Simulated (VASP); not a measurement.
Write the native input for VASP 6.6.1 that does the following.

```
Task                   : single point
Functional             : r2SCAN
Potentials or basis    : VASP PAW PBE potentials, release 64 (Si)
Cutoff                 : 520 eV
k mesh                 : 16 × 16 × 16
Occupations            : fermi-dirac, width 0.1 eV
Spin                   : no spin polarisation
Dipole correction      : no
Further INCAR settings : ALGO = Normal; EDIFF = 1e-07; NBANDS = 8
```

The system is Si.

```xyz
1
Lattice="-1.5813 1.5813 1.5813 1.5813 -1.5813 1.5813 1.5813 1.5813 -1.5813" Properties=species:S:1:pos:R:3 pbc="T T T"
Si    0.0000    0.0000    0.0000
```

This cell differs from its parent crystal: volume scaled by 1.12.

These files were run (other wordings do the same):

POSCAR

```
Si
1.0
   -1.5812515677      1.5812515677      1.5812515677
    1.5812515677     -1.5812515677      1.5812515677
    1.5812515677      1.5812515677     -1.5812515677
Si
1
Direct
    0.0000000000      0.0000000000      0.0000000000
```

INCAR.step1

```
SYSTEM = Si
PREC = Accurate
ENCUT = 520
ISMEAR = -1
SIGMA = 0.1
LREAL = .False.
LASPH = .True.
NELM = 100
NBANDS = 8
GGA = PE
ALGO = Normal
EDIFF = 1E-4
LWAVE = .True.
LCHARG = .False.
```

INCAR.step2

```
SYSTEM = Si
PREC = Accurate
ENCUT = 520
EDIFF = 1E-7
ISMEAR = -1
SIGMA = 0.1
LREAL = .False.
LASPH = .True.
NELM = 100
ALGO = Normal
ISIF = 2
LWAVE = .False.
LCHARG = .False.
METAGGA = R2SCAN
LMIXTAU = .True.
NBANDS = 8
ISTART = 1
```

KPOINTS

```
regular mesh
0
Gamma
  16 16 16
  0 0 0
```

Potentials or basis: VASP PAW PBE potentials, release 64 (Si).

Launch:

```console
$ cat potpaw_PBE.64/Si/POTCAR > POTCAR
$ cp INCAR.step1 INCAR
$ mpirun -np 1 vasp_std > vasp.out
$ cp INCAR.step2 INCAR
$ mpirun -np 1 vasp_std > vasp.out
```

It gave:

The pressure is -8.0 GPa and the band gap on the k mesh is zero (band 2 reaches 20.13 eV, above the bottom of band 3 at 4.99 eV).

Caveat: the PAW data sets were made with another functional, which shifts forces and pressure a little.

Wall time 76 s on 1 thread of Intel Xeon 8259CL, with other jobs on the host, peak memory 0.13 GiB.
